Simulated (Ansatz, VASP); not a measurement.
One calculation of Hg, two programs

The input INCAR:

```
SYSTEM = Hg
PREC = Accurate ; ENCUT = 500
EDIFF = 1E-7 ; ISMEAR = -1
SIGMA = 0.1 ; LREAL = .False.
LASPH = .True. ; NELM = 120
ALGO = Normal ; ISIF = 3
LWAVE = .False. ; LCHARG = .False.
GGA = RE ; IBRION = 2
NSW = 80 ; EDIFFG = -0.01
GGA_COMPAT = .False. ; NELMIN = 4
```

KPOINTS

```
Automatic mesh
0
Gamma
  11 11 11
  0 0 0
```

Contents of POSCAR:

```
Hg
1.0
    2.9208326038      0.0000000000      0.0000000000
    0.0000000000      2.9208326038      0.0000000000
    0.0000000000      0.0000000000      2.9208326038
Hg
1
Direct
    0.0000000000      0.0000000000      0.0000000000
```

Input for Ansatz:

```yaml
crystal:
  lattice:
    - [2.9208326038, 0.0, 0.0]
    - [0.0, 2.9208326038, 0.0]
    - [0.0, 0.0, 2.9208326038]
  atoms:
    - { symbol: Hg, position: [0.0, 0.0, 0.0] }
hamiltonian:
  xc: revpbe
  pseudopotentials:
    kind: paw
    azcp:
      Hg: "pseudopotentials/Hg.paw.azcp"
basis:
  ecutwfc: 420
  fft_grid_basis: typed
kpoints:
  mp_grid: { grid: [11, 11, 11], shift: [0, 0, 0] }
magnetization:
  spin_polarized: false
scf:
  occupations: { method: fermi_dirac, width: 0.1 }
relax:
  max_steps: 60
  f_tol: 0.01
  cell: {}
```

Alike in both runs: task relaxation of cell and atoms; functional revPBE; k mesh 11 × 11 × 11; occupations fermi-dirac, width 0.1 eV; no spin polarisation.

|  | VASP | Ansatz |
| --- | --- | --- |
| version | VASP 6.6.1 | Ansatz 0.2.0 |
| potentials or method | VASP PAW PBE potentials, release 64 (Hg), cutoff 500 eV | plane waves (420 eV) with PAW, scalar-relativistic |
| valence electrons in the cell | 12 | 20 |

VASP gave:

```
relaxed volume (Å³/atom)                                     : 73.67
relaxed cell length with the largest relative difference (Å) : 4.192
```

Task: What did Ansatz give for the same quantities?

Result: Relaxed volume (Å³/atom): 117.86; relaxed cell length with the largest relative difference (Å): 4.903.

VASP's potentials were made for PBE, not for revPBE. One of these differences is far larger than is usual between the two programs; its cause wasn't traced. VASP's potentials hold 12 valence electrons a cell and Ansatz's 20, so a difference there can come from the potentials and not from the codes.

Spin-orbit coupling is off throughout. Noted on VASP's run: the volume moved by over 15 % at a fixed basis, so the end points are rough.
